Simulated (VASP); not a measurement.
MnS: single point with PBE+U

Crystal: MnS.

```
CELL_PARAMETERS angstrom
0.00000 2.83852 2.83852
2.83852 0.00000 2.83852
2.83852 2.83852 0.00000
ATOMIC_POSITIONS crystal
Mn 0.00000 0.00000 0.00000
S 0.75000 0.75000 0.75000
```

```yaml
Program: VASP 6.6.1
Task: single point
Functional: PBE
Potentials_or_basis: VASP PAW PBE potentials, release 64 (Mn_pv, S)
Cutoff: 520 eV
k_mesh: 9 × 9 × 9
Occupations: fermi-dirac, width 0.05 eV
Spin: collinear spin, ferromagnetic start
Starting_moments: "[4.0, 0.0] μB"
Hubbard_terms: Mn d U = 1.0 eV
```

```json
{
  "Pressure": "0.1 GPa",
  "Band gap on the k mesh": "0.43 eV, indirect (least direct gap 0.88 eV)",
  "Net moment": "5.00 μB per cell",
  "Site moments": "Mn +4.45; S +0.07 μB",
  "Valence electrons inside the program's atomic spheres": "Mn 11.33; S 3.76"
}
```

Levels at points of the mesh, in eV from the valence-band top:
Spin up:
| k point | band 8 | band 9 | band 10 | band 11 | band 12 | band 13 | band 14 | band 15 | band 16 | band 17 |
| --- | --- | --- | --- | --- | --- | --- | --- | --- | --- | --- |
| (0.00, 0.00, 0.00) | -3.58 | -3.58 | 0.00 | 0.00 | 0.00 | 0.88 | 5.84 | 5.84 | 5.84 | 10.54 |
Spin down:
| k point | band 5 | band 6 | band 7 | band 8 | band 9 | band 10 |
| --- | --- | --- | --- | --- | --- | --- |
| (0.00, 0.00, 0.00) | -3.00 | -3.00 | -3.00 | 1.34 | 1.34 | 1.91 |

Eigenvalues of the final occupation matrices:
| site | spin | trace | eigenvalues |
| --- | --- | --- | --- |
| site 1 d | 1 | 4.62 | 0.92 0.92 0.93 0.93 0.93 |
| site 1 d | 2 | 0.28 | 0.02 0.02 0.08 0.08 0.08 |

Wall time 110 s on 1 thread of Intel Xeon 8259CL, on a shared host, peak memory 0.21 GiB.

Caveat: a cell with one magnetic atom can't hold antiferromagnetic order, which such compounds often take. The state reached can hang on the start; a lower one may exist.
